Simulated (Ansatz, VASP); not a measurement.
**Ru in VASP and in Ansatz**

```
Ru
1.0
     2.72663    0.00000    0.00000
    -1.36332    2.36133    0.00000
     0.00000    0.00000    4.28222
Ru
2
Direct
  0.33333 0.66667 0.25000
  0.66667 0.33333 0.75000
```

Alike in both runs: functional PBE; k mesh 10 × 10 × 6; occupations fermi-dirac, width 0.1 eV; no spin polarisation.

Ansatz relaxed the structure, and its values are those at the end. VASP's run is a single point on that final structure, the one shown.

|  | VASP | Ansatz |
| --- | --- | --- |
| version | VASP 6.6.1 | Ansatz 0.2.0 |
| potentials or method | VASP PAW PBE potentials, release 64 (Ru_pv) | plane waves, PAW |
| plane-wave cutoff (eV) | 520 | 420 |
| valence electrons in the cell | 28 | 32 |

|  | VASP | Ansatz | Ansatz less VASP |
| --- | --- | --- | --- |
| pressure (GPa) | -0.1 | 0.0 | +0.10 |

VASP's potentials hold 28 valence electrons a cell and Ansatz's 32, so a difference there can come from the potentials and not from the codes.
